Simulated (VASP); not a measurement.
The system is Ni.

```xyz
1
Lattice="0.0000 1.7716 1.7716 1.7716 0.0000 1.7716 1.7716 1.7716 0.0000" Properties=species:S:1:pos:R:3 pbc="T T T"
Ni    0.0000    0.0000    0.0000
```

Base run:

```yaml
Program: VASP 6.6.1
Functional: PBEsol
Potentials_or_basis: VASP PAW PBE potentials, release 64 (Ni)
Cutoff: 520 eV
k_mesh: 15 × 15 × 15
Occupations: fermi-dirac, width 0.1 eV
Spin: collinear spin, ferromagnetic start
Starting_moments: "[0.2] μB"
```

Its results: pressure -12.8 GPa; site moments Ni +0.64 μB.

The run is repeated on the same cell with these changes: moments at the start from [0.2] to [1.44]; fixed moment from none to 1.44 μB. What comes out?

Pressure -3.0 GPa; site moments Ni +1.39 μB.

Caveats: the PAW data sets were made with another functional, which shifts forces and pressure a little; the total moment is fixed, so each spin has its own Fermi level (some runs).
